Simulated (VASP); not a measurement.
**K: single point with PBEsol**

Crystal: K.

```
CELL_PARAMETERS angstrom
4.74148 0.00000 0.00000
0.00000 4.31044 0.00000
0.00000 0.00000 4.31044
ATOMIC_POSITIONS crystal
K 0.00000 0.00000 0.00000
```

This cell differs from its parent crystal: strain +0.1000 x Voigt [1, 0, 0, 0, 0, 0].

| Quantity | Value |
| --- | --- |
| Program | VASP 6.6.1 |
| Task | single point |
| Functional | PBEsol |
| Potentials or basis | VASP PAW PBE potentials, release 64 (K_sv) |
| Cutoff | 520 eV |
| k mesh | 12 × 12 × 12 |
| Occupations | gaussian, width 0.15 eV |
| Spin | no spin polarisation |

The pressure is -0.3 GPa.

Stress tensor (GPa, compression positive):
```
-0.65  0.00  0.00
 0.00 -0.12  0.00
 0.00  0.00 -0.12
```

Levels at points of the mesh, in eV from the Fermi level:
| k point | band 2 | band 3 | band 4 | band 5 | band 6 | band 7 |
| --- | --- | --- | --- | --- | --- | --- |
| (0.00, 0.00, 0.00) | -15.78 | -15.76 | -15.76 | -1.93 | 2.69 | 2.96 |
| (0.50, 0.00, 0.00) | -15.81 | -15.76 | -15.76 | -0.38 | 0.04 | 3.34 |
| (0.00, 0.50, 0.00) | -15.85 | -15.77 | -15.76 | 0.09 | 0.28 | 3.46 |
| (0.50, 0.50, 0.00) | -15.84 | -15.80 | -15.75 | 1.21 | 1.76 | 1.78 |
| (0.00, 0.50, 0.50) | -15.84 | -15.84 | -15.76 | 1.25 | 2.24 | 2.25 |
| (0.50, 0.50, 0.50) | -15.83 | -15.83 | -15.79 | 2.06 | 2.43 | 2.43 |

It took 38 s on 1 thread of Intel(R) Xeon(R) 6975P-C (Granite Rapids), on a shared host, peak memory 0.29 GiB.

Caveat: the cell differs from its parent crystal (strain +0.1000 x Voigt [1, 0, 0, 0, 0, 0]); the PAW data sets were made with another functional, which shifts forces and pressure a little.
